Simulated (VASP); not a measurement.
# Ta2N (P-31m) in VASP: further runs, part 2 of 2

VASP 6.6.1. The steps go on from the part before.

## 3. Relaxation of cell and atoms, LDA

INCAR

```
PREC     = Accurate       # precision mode
ENCUT    = 600            # plane-wave cutoff, eV
EDIFF    = 1E-6           # SCF threshold, eV
ISMEAR   = -1             # smearing method
SIGMA    = 0.15           # smearing width, eV
LREAL    = False          # projectors in reciprocal space
LASPH    = True           # aspherical terms in the spheres
NELM     = 60             # most SCF steps
ALGO     = Fast           # electronic algorithm
ISIF     = 3              # what is computed and relaxed
LWAVE    = False          # write WAVECAR
LCHARG   = False          # write CHGCAR
IBRION   = 2              # ionic algorithm
NSW      = 80             # ionic steps
EDIFFG   = -0.001         # ionic threshold
```

KPOINTS

```
regular mesh
0
Gamma
  9 9 8
```

POSCAR

```
Ta2N
1.0
    5.2288527969      0.0000000028      0.0000000000
   -2.6144264009      4.5283193533      0.0000000000
    0.0000000000      0.0000000000      4.8834764565
Ta N
6 3
Direct
    0.6669298479      0.6669298479      0.7526084312
    0.0000000000      0.3330701521      0.7526084312
    0.3330701521      0.0000000000      0.7526084312
    0.3330701521      0.3330701521      0.2473915688
    0.0000000000      0.6669298479      0.2473915688
    0.6669298479      0.0000000000      0.2473915688
    0.6666666667      0.3333333333      0.5000000000
    0.3333333333      0.6666666667      0.5000000000
    0.0000000000      0.0000000000      0.0000000000
```

Potentials or basis: VASP PAW LDA potentials, release 64 (Ta_pv, N).

The run is started by

```bash
> cat potpaw_LDA.64/Ta_pv/POTCAR potpaw_LDA.64/N/POTCAR > POTCAR
> mpirun -np 1 vasp_std > vasp.out
```

OUTCAR:

```text
PREC = Accurate
   ENCUT = 600
   EDIFF = 1E-6
   ISMEAR = -1
   LREAL = False
   LASPH = True
   NELM = 60
   ISIF = 3
   IBRION = 2
   NSW = 80
   EDIFFG = -0.001

 ion  position               nearest neighbor table
   1  0.667  0.667  0.753-   9 2.12   7 2.14   8 2.14   6 2.98   5 2.98   4 2.98   2 3.02   3 3.02
                             6 3.02   5 3.02   3 3.02   2 3.02   2 3.02   3 3.02   4 3.02
   2  0.000  0.333  0.753-   9 2.12   7 2.14   8 2.14   6 2.98   4 2.98   5 2.98   1 3.02   3 3.02
                             6 3.02   4 3.02   3 3.02   1 3.02   3 3.02   1 3.02   5 3.02
   3  0.333  0.000  0.753-   9 2.12   8 2.14   7 2.14   5 2.98   4 2.98   6 2.98   1 3.02   2 3.02
                             5 3.02   4 3.02   1 3.02   2 3.02   2 3.02   1 3.02   6 3.02
   4  0.333  0.333  0.247-   9 2.12   8 2.14   7 2.14   3 2.98   2 2.98   1 2.98   5 3.02   6 3.02
                             3 3.02   2 3.02   6 3.02   5 3.02   5 3.02   6 3.02   1 3.02
   5  0.000  0.667  0.247-   9 2.12   8 2.14   7 2.14   3 2.98   1 2.98   2 2.98   4 3.02   6 3.02
                             3 3.02   1 3.02   6 3.02   4 3.02   6 3.02   4 3.02   2 3.02
   6  0.667  0.000  0.247-   9 2.12   7 2.14   8 2.14   2 2.98   1 2.98   3 2.98   4 3.02   5 3.02
                             2 3.02   1 3.02   4 3.02   5 3.02   5 3.02   4 3.02   3 3.02
   7  0.667  0.333  0.500-   6 2.14   2 2.14   5 2.14   3 2.14   1 2.14   4 2.14
   8  0.333  0.667  0.500-   3 2.14   5 2.14   2 2.14   6 2.14   4 2.14   1 2.14
   9  0.000  0.000  0.000-   1 2.12   4 2.12   2 2.12   5 2.12   3 2.12   6 2.12

  LATTYP: Found a hexagonal cell.
 ALAT       =     5.2288527969
 C/A-ratio  =     0.9339479703

  Lattice vectors:

 A1 = (   5.2288527969,   0.0000000028,   0.0000000000)
 A2 = (  -2.6144264009,   4.5283193533,   0.0000000000)
 A3 = (   0.0000000000,   0.0000000000,   4.8834764565)

Analysis of symmetry for initial positions (statically):
=====================================================================
 Subroutine PRICEL returns:
 Original cell was already a primitive cell.

 Routine SETGRP: Setting up the symmetry group for a
 hexagonal supercell.

 Subroutine GETGRP returns: Found 12 space group operations
 (whereof 12 operations were pure point group operations)
 out of a pool of 24 trial point group operations.

The static configuration has the point symmetry D_3d.

Analysis of symmetry for dynamics (positions and initial velocities):
=====================================================================
 Subroutine PRICEL returns:
 Original cell was already a primitive cell.

 Routine SETGRP: Setting up the symmetry group for a
 hexagonal supercell.

 Subroutine GETGRP returns: Found 12 space group operations
 (whereof 12 operations were pure point group operations)
 out of a pool of 24 trial point group operations.

The dynamic configuration has the point symmetry D_3d.

 Subroutine INISYM returns: Found 12 space group operations
 (whereof 12 operations are pure point group operations),
 and found     1 'primitive' translations

----------------------------------------------------------------------------------------

                                     Primitive cell

  volume of cell :     115.6305

  direct lattice vectors                    reciprocal lattice vectors
     5.228852797  0.000000003  0.000000000     0.191246539  0.110416241  0.000000000
    -2.614426401  4.528319353  0.000000000    -0.000000000  0.220832481  0.000000000
     0.000000000  0.000000000  4.883476457     0.000000000  0.000000000  0.204772155
[... 79 lines left out ...]
 [... further k-points ...]
   k-points           NKPTS =     81   k-points in BZ     NKDIM =     81   number of bands    NBANDS=     48
   number of dos      NEDOS =    301   number of ions     NIONS =      9
   total plane-waves  NPLWV =  70560
   dimension x,y,z NGX =    42 NGY =   42 NGZ =   40
   dimension x,y,z NGXF=    84 NGYF=   84 NGZF=   80
   ions per type =               6   3
   NGX,Y,Z   is equivalent  to a cutoff of  13.35, 13.35, 13.62 a.u.
   NGXF,Y,Z  is equivalent  to a cutoff of  26.71, 26.71, 27.23 a.u.
 SYSTEM =  unknown system
   PREC   = accura    normal or accurate (medium, high low for compatibility)
   ISTART =      0    job   : 0-new  1-cont  2-samecut
   ICHARG =      2    charge: 1-file 2-atom 10-const
   ISPIN  =      1    spin polarized calculation?
   LNONCOLLINEAR =      F non collinear calculations
   LSORBIT =      F    spin-orbit coupling
   LASPH  =      T    aspherical Exc in radial PAW
   ENCUT  =  600.0 eV  44.10 Ry    6.64 a.u.  10.44 10.44  9.75*2*pi/ulx,y,z
   NELM   =     60;   NELMIN=  2; NELMDL= -5     # of ELM steps
   EDIFF  = 0.1E-05   stopping-criterion for ELM
   LREAL  =      F    real-space projection
   EDIFFG = -.1E-02   stopping-criterion for IOM
   NSW    =     80    number of steps for IOM
   IBRION =      2    ionic relax: 0-MD 1-quasi-New 2-CG
   NFREE  =      1    steps in history (QN), initial steepest desc. (CG)
   ISIF   =      3    stress and relaxation
   ISYM   =      2    0-nonsym 1-usesym 2-fastsym
   POTIM  = 0.5000    time-step for ionic-motion
   TEBEG  =    0.0;   TEEND  =   0.0 temperature during run
   PSTRESS=    0.0 pullay stress
   NELECT =      81.0000    total number of electrons
   NUPDOWN=      -1.0000    fix difference up-down
   EMIN   =  10.00;   EMAX   =-10.00  energy-range for DOS
   EFERMI =   0.00;   METHOD = LEGACY
   ISMEAR =    -1;   SIGMA  =   0.15  broadening in eV -4-tet -1-fermi 0-gaus
   EFERMI_NEDOS =   21; number of points for ismear=-14 and -15
   IALGO  =     68    algorithm
   IMIX   =      4    mixing-type and parameters
     AMIX     =   0.40;   BMIX     =  1.00
     AMIX_MAG =   1.60;   BMIX_MAG =  1.00
  volume/ion in A,a.u.               =      12.85        86.70
  Fermi-wavevector in a.u.,A,eV,Ry     =   1.453937  2.747543 28.761810  2.113933
  Thomas-Fermi vector in A             =   2.571146
   LORBIT       =      0    0 simple, 1 ext, 2 COOP (PROOUT), +10 PAW based schemes
   GGA     = CA    functional components
   LHFCALC =     F    Hartree Fock is set to
   AEXX    =    0.0000 exact exchange contribution
   IVDW    =     0    specifies the selected vdW correction
   LEPSILON=     F    determine dielectric tensor
   LRPA    =     F    only Hartree local field effects (RPA)
 conjugate gradient relaxation of ions
 non-spin polarized calculation
 RMM-DIIS sequential band-by-band and
  energy-cutoff  :      600.00
  volume of cell :      115.63
 maximum number of plane-waves:      3901
 NGX is ok and might be reduce to    42
   NGX = 21   NGY = 21   NGZ = 19

--------------------------------------- Ionic step        1  -------------------------------------------

 number of electron      80.9999993 magnetization

 Free energy of the ion-electron system (eV)
  ---------------------------------------------------
  ext. energy  EPLUGINS =         0.00000000
  ---------------------------------------------------
  free energy    TOTEN  =      -114.20050239 eV

  energy without entropy =     -113.95841783  energy(sigma->0) =     -114.07946011

------------------------ aborting loop because EDIFF is reached ----------------------------------------

  FORCE on cell =-STRESS in cart. coord.  units (eV):
  Direction    XX          YY          ZZ          XY          YZ          ZX
  --------------------------------------------------------------------------------------
  -------------------------------------------------------------------------------------
  Total        1.2054252      1.2054252      1.3408470     -0.0000000      0.0000000      0.0000000
  in kB       16.7023768     16.7023768     18.5787827     -0.0000000      0.0000000      0.0000000
  external PRESSURE =      17.3278455 kB  Pullay stress =       0.0000000 kB
[... 159 lines left out ...]
--------------------------------------- Ionic step        5  -------------------------------------------

 number of electron      80.9999992 magnetization

 Free energy of the ion-electron system (eV)
  ---------------------------------------------------
  ext. energy  EPLUGINS =         0.00000000
  ---------------------------------------------------
  free energy    TOTEN  =      -114.20391074 eV

  energy without entropy =     -113.96033895  energy(sigma->0) =     -114.08212485

 E-fermi :   7.6435     XC(G=0): -13.3188

 val. band max:        7.6401125841   @ k =   0.2222   0.2222   0.3750
 cond. band min:       7.6493455048   @ k =   0.1111   0.0000   0.0000
 fundamental gap:      0.0092329207
 Fermi energy:         7.6435069351

 k-point     1 :       0.0000    0.0000    0.0000
  band No.  band energies     occupation
      1     -27.9192      2.00000
      2     -27.4893      2.00000
      3     -27.2999      2.00000
      4     -27.2999      2.00000
      5     -27.2847      2.00000
      6     -27.2847      2.00000
[... 1213 lines left out ...]
     47      10.1388      0.00000
     48      10.6405      0.00000

 [... further k-points ...]
[... 5 lines left out ...]
  --------------------------------------------------------------------------------------
  -------------------------------------------------------------------------------------
  Total        0.0044910      0.0044910      0.0076693     -0.0000000     -0.0000000      0.0000000
  in kB        0.0618946      0.0618946      0.1056984     -0.0000000     -0.0000000      0.0000000
  external PRESSURE =       0.0764959 kB  Pullay stress =       0.0000000 kB
[... 24 lines left out ...]
  FREE ENERGIE OF THE ION-ELECTRON SYSTEM (eV)
  ---------------------------------------------------
  free  energy   TOTEN  =      -114.2039107428 eV

  energy  without entropy=     -113.9603389485  energy(sigma->0) =     -114.08212485

 reached required accuracy - stopping structural energy minimisation
```

Wall time 21 min (1 thread of Oxide Virtual Turin-like, shared host); peak memory 0.46 GiB.

Results:

```yaml
Free_energy: -114.2039 eV
Relaxed_volume: 12.92 Å³/atom
Relaxed_cell: a = 5.237 Å, b = 5.237 Å, c = 4.894 Å, α = 90.00°, β = 90.00°, γ = 120.00°
Space_group_after_relaxing_to_0.1_Å: P-31m (No. 162)
Energy_gained_by_relaxing: 0.4 meV/atom
Ionic_steps: 5
Pressure_after_relaxing: 0.0 GPa
Band_gap_on_the_k_mesh: zero (an odd number of electrons rules out a gap without spin polarisation)
```

Step by step:
| step | energy change (eV) | largest force (eV/Å) | pressure (GPa) | volume (Å³) |
| --- | --- | --- | --- | --- |
| 1 | 0.0000 | 0.0142 | 1.73 | 115.63 |
| 2 | 0.0212 | 0.0469 | -4.55 | 117.97 |
| 3 | -0.0034 | 0.0056 | -0.01 | 116.26 |
| 4 | -0.0034 | 0.0053 | 0.01 | 116.25 |
| 5 | -0.0034 | 0.0003 | 0.01 | 116.25 |

Final structure:
```
Ta N
1.0
     5.23731    0.00000    0.00000
    -2.61866    4.53565    0.00000
     0.00000    0.00000    4.89385
Ta N
6 3
Cartesian
  1.7466 3.0252 3.6832
  -0.8721 1.5105 3.6832
  1.7442 0.0000 3.6832
  0.8721 1.5105 1.2107
  3.4907 3.0252 1.2107
  3.4931 0.0000 1.2107
  2.6187 1.5119 2.4469
  0.0000 3.0238 2.4469
  0.0000 0.0000 0.0000
```

Levels at points of the mesh, in eV from the Fermi level:
```tsv
k point	band 39	band 40	band 41	band 42	band 43	band 44
(0.00, 0.00, 0.00)	-0.47	-0.47	-0.35	-0.13	-0.13	0.72
(0.00, 0.00, 0.50)	-1.39	-1.39	-0.99	0.65	0.65	0.84
```

Caveat: spin-orbit coupling is left out, which moves the levels of the heavy elements.
